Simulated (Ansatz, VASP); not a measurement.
**One calculation of ZnS, two programs**

```
Zn S
1.0
     3.80874    0.00000    0.00000
    -1.90437    3.29846    0.00000
     0.00000    0.00000   12.84046
Zn S
4 4
Direct
  0.00000 0.00000 0.00011
  0.00000 0.00000 0.50011
  0.33333 0.66667 0.25007
  0.66667 0.33333 0.75007
  0.00000 0.00000 0.18724
  0.00000 0.00000 0.68724
  0.33333 0.66667 0.43758
  0.66667 0.33333 0.93758
```

Change from the starting cell: strain +0.000 along x and y, +0.030 along z, atoms carried along.

Alike in both runs: task single point; functional r2SCAN; k mesh 6 × 6 × 2; occupations gaussian, width 0.05 eV; no spin polarisation.

|  | VASP | Ansatz |
| --- | --- | --- |
| version | VASP 6.6.1 | Ansatz 0.2.0 |
| potentials or method | VASP PAW PBE potentials, release 64 (Zn, S), cutoff 520 eV | scalar-relativistic, plane waves, PAW |
| valence electrons in the cell | 72 | 72 |

|  | VASP | Ansatz | Ansatz less VASP |
| --- | --- | --- | --- |
| gap on the k mesh at the Fermi level (eV) | 2.54 | 2.54 | -0.007 |
| least direct gap on the mesh (eV) | 2.54 | 2.54 | -0.007 |
| pressure (GPa) | -2.1 | -2.1 | -0.03 |
| traceless stress, the component that is largest in VASP (GPa) | -2.48 | -2.51 | -0.030 |
| rms of the force components (eV/Å) | 0.073 | 0.076 | +0.0034 |

VASP's potentials were made for PBE, not for r2SCAN. Atom by atom the forces differ by 0.006 eV/Å (rms over components).
